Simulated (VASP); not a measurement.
# CdGeAs2 (I-42d) in VASP: further runs

Runs on CdGeAs2. Level: PBE. Tasks: single point.

Program: VASP 6.6.1. These are calculated values, not measurements. Logs are shortened: lines on timing, memory, paths and dates and some standing lists are left out, and cuts for length are marked.

## (1) The cell of the first run

It takes space group I-42d (No. 122, tetragonal). The conventional cell has a = 5.980 Å, b = 5.980 Å, c = 11.304 Å, α = 90.00°, β = 90.00°, γ = 90.00°. Within 3.5 Å of Cd (site symmetry -4) lie 4 As at 2.65 Å. Within 3.2 Å of Ge (site symmetry -4) lie 4 As at 2.45 Å. As (site symmetry 2) has 2 Ge at 2.45 Å and 2 Cd at 2.65 Å within 3.2 Å.

## (2) Single point, PBE

Contents of INCAR:

```
SYSTEM = CdGeAs2
ALGO = Fast ; EDIFF = 1E-7
ENCUT = 520 ; GGA = PE
ISIF = 2 ; ISMEAR = -1
LASPH = .TRUE. ; LCHARG = .FALSE.
LREAL = .FALSE. ; LWAVE = .FALSE.
NBANDS = 46 ; NELM = 100
PREC = Accurate ; SIGMA = 0.02
```

Contents of KPOINTS:

```
k-points
0
G
  6 6 6
  0 0 0
```

Contents of POSCAR:

```
CdGeAs2
1.0
   -2.9901045680      2.9901045680      5.6519089573
    2.9901045680     -2.9901045680      5.6519089573
    2.9901045680      2.9901045680     -5.6519089573
Cd Ge As
2 2 4
Direct
    0.2500000000      0.7500000000      0.5000000000
    0.5000000000      0.5000000000      0.0000000000
    0.0000000000      0.0000000000      0.0000000000
    0.7500000000      0.2500000000      0.5000000000
    0.8750000000      0.3463376711      0.9713376711
    0.6536623289      0.6250000000      0.5286623289
    0.3750000000      0.9036623289      0.0286623289
    0.0963376711      0.1250000000      0.4713376711
```

Potentials or basis: VASP PAW PBE potentials, release 64 (Cd, Ge_d, As).

Started as:

```sh
> cat potpaw_PBE.64/Cd/POTCAR potpaw_PBE.64/Ge_d/POTCAR potpaw_PBE.64/As/POTCAR > POTCAR
> mpirun -np 1 vasp_std > vasp.out
```

OUTCAR:

```text
SYSTEM = CdGeAs2
   EDIFF = 1E-7
   ENCUT = 520
   GGA = PE
   ISIF = 2
   ISMEAR = -1
   LASPH = .TRUE.
   LREAL = .FALSE.
   NELM = 100
   PREC = Accurate

 ion  position               nearest neighbor table
   1  0.250  0.750  0.500-   6 2.65   5 2.65   8 2.65   7 2.65
   2  0.500  0.500  0.000-   7 2.65   8 2.65   6 2.65   5 2.65
   3  0.000  0.000  0.000-   6 2.45   7 2.45   5 2.45   8 2.45
   4  0.750  0.250  0.500-   6 2.45   7 2.45   5 2.45   8 2.45
   5  0.875  0.346  0.971-   3 2.45   4 2.45   1 2.65   2 2.65
   6  0.654  0.625  0.529-   3 2.45   4 2.45   1 2.65   2 2.65
   7  0.375  0.904  0.029-   3 2.45   4 2.45   2 2.65   1 2.65
   8  0.096  0.125  0.471-   3 2.45   4 2.45   2 2.65   1 2.65

  LATTYP: Found a body centered tetragonal cell.
 ALAT       =     5.9802091360
 C/A-ratio  =     1.8902044490

  Lattice vectors:

 A1 = (  -2.9901045680,   2.9901045680,   5.6519089573)
 A2 = (   2.9901045680,  -2.9901045680,   5.6519089573)
 A3 = (   2.9901045680,   2.9901045680,  -5.6519089573)

Analysis of symmetry for initial positions (statically):
=====================================================================
 Subroutine PRICEL returns:
 Original cell was already a primitive cell.

 Routine SETGRP: Setting up the symmetry group for a
 body centered tetragonal supercell.

 Subroutine GETGRP returns: Found  8 space group operations
 (whereof  4 operations were pure point group operations)
 out of a pool of 16 trial point group operations.

The static configuration has the point symmetry S_4 .
 The point group associated with its full space group is D_2d.

Analysis of symmetry for dynamics (positions and initial velocities):
=====================================================================
 Subroutine PRICEL returns:
 Original cell was already a primitive cell.

 Routine SETGRP: Setting up the symmetry group for a
 body centered tetragonal supercell.

 Subroutine GETGRP returns: Found  8 space group operations
 (whereof  4 operations were pure point group operations)
 out of a pool of 16 trial point group operations.

The dynamic configuration has the point symmetry S_4 .
 The point group associated with its full space group is D_2d.

 Subroutine INISYM returns: Found  8 space group operations
 (whereof  4 operations are pure point group operations),
 and found     1 'primitive' translations

----------------------------------------------------------------------------------------

                                     Primitive cell

  volume of cell :     202.1287

  direct lattice vectors                    reciprocal lattice vectors
    -2.990104568  2.990104568  5.651908957     0.000000000  0.167218232  0.088465685
     2.990104568 -2.990104568  5.651908957     0.167218232  0.000000000  0.088465685
     2.990104568  2.990104568 -5.651908957     0.167218232  0.167218232  0.000000000

  length of vectors
     7.058719821  7.058719821  7.058719821     0.189177469  0.189177469  0.236482292

  position of ions in fractional coordinates (direct lattice)
     0.250000000  0.750000000  0.500000000
     0.500000000  0.500000000  0.000000000
     0.000000000  0.000000000  0.000000000
     0.750000000  0.250000000  0.500000000
     0.875000000  0.346337671  0.971337671
     0.653662329  0.625000000  0.528662329
     0.375000000  0.903662329  0.028662329
     0.096337671  0.125000000  0.471337671

  ion indices of the primitive-cell ions
   primitive index   ion index
                 1           1
                 2           2
                 3           3
                 4           4
                 5           5
                 6           6
                 7           7
                 8           8

----------------------------------------------------------------------------------------

 KPOINTS: k-points

Automatic generation of k-mesh.
 Grid dimensions read from file:
 generate k-points for:    6    6    6

 Generating k-lattice:

  Cartesian coordinates                     Fractional coordinates (reciprocal lattice)
     0.000000000  0.027869705  0.014744281     0.166666667  0.000000000  0.000000000
     0.027869705  0.000000000  0.014744281     0.000000000  0.166666667  0.000000000
     0.027869705  0.027869705  0.000000000     0.000000000  0.000000000  0.166666667

  Length of vectors
     0.031529578  0.031529578  0.039413715

  Shift w.r.t. Gamma in fractional coordinates (k-lattice)
     0.000000000  0.000000000  0.000000000

 Subroutine IBZKPT returns following result:
 ===========================================

 Found     30 irreducible k-points:

 Following reciprocal coordinates:
            Coordinates               Weight
  0.000000  0.000000  0.000000      1.000000
  0.166667  0.000000 -0.000000      8.000000
  0.333333  0.000000 -0.000000      8.000000
  0.500000  0.000000 -0.000000      4.000000
  0.166667  0.166667 -0.000000      8.000000
  0.333333  0.166667 -0.000000     16.000000
[... 16 lines left out ...]
 -0.333333 -0.333333  0.166667      8.000000
 -0.166667 -0.333333  0.166667      8.000000
 [... further k-points ...]
   k-points           NKPTS =     30   k-points in BZ     NKDIM =     30   number of bands    NBANDS=     46
   number of dos      NEDOS =    301   number of ions     NIONS =      8
   total plane-waves  NPLWV = 157464
   dimension x,y,z NGX =    54 NGY =   54 NGZ =   54
   dimension x,y,z NGXF=   108 NGYF=  108 NGZF=  108
   ions per type =               2   2   4
   NGX,Y,Z   is equivalent  to a cutoff of  12.72, 12.72, 12.72 a.u.
   NGXF,Y,Z  is equivalent  to a cutoff of  25.44, 25.44, 25.44 a.u.
 SYSTEM =  CdGeAs2
   PREC   = accura    normal or accurate (medium, high low for compatibility)
   ISTART =      0    job   : 0-new  1-cont  2-samecut
   ICHARG =      2    charge: 1-file 2-atom 10-const
   ISPIN  =      1    spin polarized calculation?
   LNONCOLLINEAR =      F non collinear calculations
   LSORBIT =      F    spin-orbit coupling
   LASPH  =      T    aspherical Exc in radial PAW
   ENCUT  =  520.0 eV  38.22 Ry    6.18 a.u.  13.12 13.12 13.12*2*pi/ulx,y,z
   NELM   =    100;   NELMIN=  2; NELMDL= -5     # of ELM steps
   EDIFF  = 0.1E-06   stopping-criterion for ELM
   LREAL  =      F    real-space projection
   EDIFFG = 0.1E-05   stopping-criterion for IOM
   NSW    =      0    number of steps for IOM
   IBRION =     -1    ionic relax: 0-MD 1-quasi-New 2-CG
   NFREE  =      0    steps in history (QN), initial steepest desc. (CG)
   ISIF   =      2    stress and relaxation
   ISYM   =      2    0-nonsym 1-usesym 2-fastsym
   POTIM  = 0.5000    time-step for ionic-motion
   TEBEG  =    0.0;   TEEND  =   0.0 temperature during run
   PSTRESS=    0.0 pullay stress
   NELECT =      72.0000    total number of electrons
   NUPDOWN=      -1.0000    fix difference up-down
   EMIN   =  10.00;   EMAX   =-10.00  energy-range for DOS
   EFERMI =   0.00;   METHOD = LEGACY
   ISMEAR =    -1;   SIGMA  =   0.02  broadening in eV -4-tet -1-fermi 0-gaus
   EFERMI_NEDOS =   21; number of points for ismear=-14 and -15
   IALGO  =     68    algorithm
   IMIX   =      4    mixing-type and parameters
     AMIX     =   0.40;   BMIX     =  1.00
     AMIX_MAG =   1.60;   BMIX_MAG =  1.00
  volume/ion in A,a.u.               =      25.27       170.50
  Fermi-wavevector in a.u.,A,eV,Ry     =   1.160494  2.193016 18.323607  1.346747
  Thomas-Fermi vector in A             =   2.297076
   LORBIT       =      0    0 simple, 1 ext, 2 COOP (PROOUT), +10 PAW based schemes
   GGA     = PE    functional components
   LHFCALC =     F    Hartree Fock is set to
   AEXX    =    0.0000 exact exchange contribution
   IVDW    =     0    specifies the selected vdW correction
   LEPSILON=     F    determine dielectric tensor
   LRPA    =     F    only Hartree local field effects (RPA)
 non-spin polarized calculation
 RMM-DIIS sequential band-by-band and
  energy-cutoff  :      520.00
  volume of cell :      202.13
 maximum number of plane-waves:      5470
 NGX is ok and might be reduce to    54
   NGX = 27   NGY = 27   NGZ = 27

 number of electron      72.0000011 magnetization

 Free energy of the ion-electron system (eV)
  ---------------------------------------------------
  ext. energy  EPLUGINS =         0.00000000
  ---------------------------------------------------
  free energy    TOTEN  =       -29.89770300 eV

  energy without entropy =      -29.89765195  energy(sigma->0) =      -29.89767748

 E-fermi :   2.9801     XC(G=0):  -9.3197

 val. band max:        2.8625821308   @ k =   0.1667   0.0000  -0.0000
 cond. band min:       3.0546384666   @ k =   0.0000   0.0000   0.0000
 fundamental gap:      0.1920563358
 Fermi energy:         2.9801380467

 k-point     1 :       0.0000    0.0000    0.0000
  band No.  band energies     occupation
      1     -21.9112      2.00000
      2     -21.9112      2.00000
      3     -21.9111      2.00000
      4     -21.9071      2.00000
      5     -21.9043      2.00000
      6     -21.9043      2.00000
[... 38 lines left out ...]
     45       7.8584      0.00000
     46       7.8584      0.00000

 k-point     2 :       0.1667    0.0000   -0.0000
  band No.  band energies     occupation
      1     -21.9114      2.00000
      2     -21.9110      2.00000
      3     -21.9109      2.00000
      4     -21.9072      2.00000
      5     -21.9047      2.00000
      6     -21.9042      2.00000
[... 38 lines left out ...]
     45       7.7166      0.00000
     46       8.0372      0.00000

 k-point     3 :       0.3333    0.0000   -0.0000
  band No.  band energies     occupation
      1     -21.9116      2.00000
      2     -21.9110      2.00000
      3     -21.9102      2.00000
      4     -21.9071      2.00000
      5     -21.9057      2.00000
      6     -21.9041      2.00000
[... 1018 lines left out ...]
     45       7.7496      0.00000
     46       8.1704      0.00000

 k-point    24 :      -0.1667   -0.3333    0.1667
  band No.  band energies     occupation
      1     -21.9116      2.00000
      2     -21.9114      2.00000
      3     -21.9105      2.00000
      4     -21.9077      2.00000
      5     -21.9044      2.00000
      6     -21.9040      2.00000
[... 38 lines left out ...]
     45       7.3610      0.00000
     46       7.8700      0.00000

 [... further k-points ...]

------------------------ aborting loop because EDIFF is reached ----------------------------------------

  FORCE on cell =-STRESS in cart. coord.  units (eV):
  Direction    XX          YY          ZZ          XY          YZ          ZX
  --------------------------------------------------------------------------------------
  -------------------------------------------------------------------------------------
  Total        3.1294006      3.1294006      3.0788361      0.0000000     -0.0000000      0.0000000
  in kB       24.8052630     24.8052630     24.4044625      0.0000000     -0.0000000      0.0000000
  external PRESSURE =      24.6716628 kB  Pullay stress =       0.0000000 kB

 VOLUME and BASIS-vectors are now :
 -----------------------------------------------------------------------------
  energy-cutoff  :      520.00
  volume of cell :      202.13
      direct lattice vectors                 reciprocal lattice vectors
    -2.990104568  2.990104568  5.651908957     0.000000000  0.167218232  0.088465685
     2.990104568 -2.990104568  5.651908957     0.167218232  0.000000000  0.088465685
     2.990104568  2.990104568 -5.651908957     0.167218232  0.167218232  0.000000000

 POSITION                                       TOTAL-FORCE (eV/Angst)
 -----------------------------------------------------------------------------------
      2.99010     -0.00000      2.82595        -0.000000      0.000000     -0.000000
      0.00000      0.00000      5.65191         0.000000      0.000000      0.000000
      0.00000      0.00000      0.00000        -0.000000      0.000000     -0.000000
     -0.00000      2.99010      2.82595        -0.000000      0.000000     -0.000000
      1.32365      4.48516      1.41298         0.125374     -0.000000      0.000000
      1.49505      1.66646      4.23893         0.000000     -0.125374     -0.000000
      1.66646     -1.49505      7.06489        -0.125374      0.000000     -0.000000
      1.49505      1.32365     -1.41298        -0.000000      0.125374      0.000000
 -----------------------------------------------------------------------------------
    total drift:                               -0.000002     -0.000002     -0.000001

  FREE ENERGIE OF THE ION-ELECTRON SYSTEM (eV)
  ---------------------------------------------------
  free  energy   TOTEN  =       -29.8977030033 eV

  energy  without entropy=      -29.8976519549  energy(sigma->0) =      -29.89767748
```

It took 9.1 min on 1 thread of Intel Xeon Platinum 8259CL at 2.50GHz (Skylake/Cascade Lake), shared host; peak memory 0.56 GiB.

What came out:

```yaml
Free_energy: -29.8977 eV
Pressure: 2.5 GPa
Largest_force: 0.125 eV/Å
Band_gap_on_the_k_mesh: 0.19 eV (least direct gap 0.22 eV)
```

Forces in eV/Å, atoms in the order of the input:
```
Cd   0.000  0.000  0.000
Cd   0.000  0.000  0.000
Ge   0.000  0.000  0.000
Ge   0.000  0.000  0.000
As   0.125  0.000  0.000
As   0.000 -0.125  0.000
As  -0.125  0.000  0.000
As   0.000  0.125  0.000
```

A k mesh can miss the band edges.

## (3) Single point, PBE

This run uses another cell than the first one, of 26.26 Å³/atom.

Contents of INCAR:

```
SYSTEM = CdGeAs2
ALGO = Fast
EDIFF = 1E-7
ENCUT = 520
GGA = PE
ISIF = 2
ISMEAR = -1
LASPH = .TRUE.
LCHARG = .TRUE.
LELF = .TRUE.
LREAL = .FALSE.
LVHAR = .TRUE.
LWAVE = .FALSE.
NBANDS = 46
NELM = 100
PREC = Accurate
SIGMA = 0.02
```

KPOINTS is that of step 2.

Contents of POSCAR:

```
CdGeAs2
1.0
   -3.0245051033      3.0245051033      5.7413963088
    3.0245051033     -3.0245051033      5.7413963088
    3.0245051033      3.0245051033     -5.7413963088
Cd Ge As
2 2 4
Direct
    0.2500000000      0.7500000000      0.5000000000
    0.5000000000      0.5000000000      0.0000000000
    0.0000000000      0.0000000000      0.0000000000
    0.7500000000      0.2500000000      0.5000000000
    0.8750000000      0.3482582056      0.9732582056
    0.6517417944      0.6250000000      0.5267417944
    0.3750000000      0.9017417944      0.0267417944
    0.0982582056      0.1250000000      0.4732582056
```

Potentials or basis: VASP PAW PBE potentials, release 64 (Cd, Ge_d, As).

Started as:

```sh
> cat potpaw_PBE.64/Cd/POTCAR potpaw_PBE.64/Ge_d/POTCAR potpaw_PBE.64/As/POTCAR > POTCAR
> mpirun -np 1 vasp_std > vasp.out
```

Run time: 14 min. Hardware: 1 thread of Intel Xeon Platinum 8259CL at 2.50GHz (Skylake/Cascade Lake), shared host; peak memory 0.55 GiB.

It converged, with:

```
Free energy            : -29.9647 eV
Pressure               : 0.2 GPa
Largest force          : 0.008 eV/Å
Band gap on the k mesh : 0.18 eV (least direct gap 0.21 eV)
```

Forces in eV/Å, atoms in the order of the input:
```
Cd   0.000  0.000  0.000
Cd   0.000  0.000  0.000
Ge   0.000  0.000  0.000
Ge   0.000  0.000  0.000
As  -0.008  0.000  0.000
As   0.000  0.008  0.000
As   0.008  0.000  0.000
As   0.000 -0.008  0.000
```

Levels at points of the mesh, in eV from the valence-band top:
| k point | band 34 | band 35 | band 36 | band 37 | band 38 | band 39 |
| --- | --- | --- | --- | --- | --- | --- |
| (0.00, 0.00, 0.00) | -0.32 | -0.03 | -0.03 | 0.18 | 1.50 | 1.82 |
| (0.50, 0.00, 0.00) | -1.34 | -1.10 | -0.52 | 1.76 | 2.05 | 2.70 |
| (0.50, 0.50, 0.00) | -0.93 | -0.45 | -0.45 | 0.68 | 0.68 | 2.47 |
| (0.50, 0.50, 0.50) | -1.66 | -0.84 | -0.84 | 1.47 | 1.47 | 1.76 |

A k mesh can miss the band edges.
